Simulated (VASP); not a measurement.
FeCu:

```xyz
2
Lattice="1.4383 -1.9879 0.0000 1.4383 1.9879 0.0000 0.0000 0.0000 4.1381" Properties=species:S:1:pos:R:3 pbc="T T T"
Fe    0.0000    0.0000    0.0000
Cu    1.4383    0.0000    2.0691
```

Base run:

```yaml
Program: VASP 6.6.1
Functional: PBE
Potentials_or_basis: VASP PAW PBE potentials, release 64 (Fe, Cu)
Cutoff: 520 eV
k_mesh: 12 × 12 × 7
Occupations: fermi-dirac, width 0.03 eV
Spin: collinear spin, ferromagnetic start
Starting_moments: "[3.14, 0.0] μB"
Fixed_moment: 3.14 μB
```

Its results: net moment 3.14 μB per cell; site moments Fe +2.90; Cu +0.19 μB.

Q: The run is repeated on the same cell with these changes: fixed moment from 3.14 μB to none; moments at the start from [3.14, 0.0] to [3.0, 0.0]. What comes out?

A: Net moment 2.61 μB per cell; site moments Fe +2.54; Cu +0.06 μB.

Caveats: the total moment is fixed, so each spin has its own Fermi level and the state may be an excited one (at least some runs).
